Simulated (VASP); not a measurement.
A run of VASP 6.6.1:

The input INCAR:

```
ALGO = Normal
EDIFF = 1E-6
ENCUT = 520
GGA = CA
ISIF = 2
ISMEAR = 0
LASPH = T
LCHARG = F
LREAL = F
LWAVE = F
NBANDS = 15
NELM = 60
PREC = Accurate
SIGMA = 0.15
```

File KPOINTS:

```
k-points
0
Gamma
  20 20 20
```

POSCAR

```
TiC
1.0
    0.0000000000      2.0963302185      2.3059632404
    2.0963302185      0.0000000000      2.3059632404
    2.0963302185      2.0963302185      0.0000000000
Ti C
1 1
Direct
    0.0000000000      0.0000000000      0.0000000000
    0.5000000000      0.5000000000      0.5000000000
```

Potentials or basis: VASP PAW LDA potentials, release 64 (Ti_sv, C).

The run is started by

```sh
$ cat potpaw_LDA.64/Ti_sv/POTCAR potpaw_LDA.64/C/POTCAR > POTCAR
$ mpirun -np 1 vasp_std > vasp.out
```

Hardware: 1 thread of Intel Xeon 8259CL, with other jobs on the host.

**Question.** How long does it take, and how much memory?

**Answer.** Wall time 2 min on 1 thread of Intel Xeon 8259CL, with other jobs on the host, peak memory 0.3 GiB. Counts: scf iterations 14, k points 641.
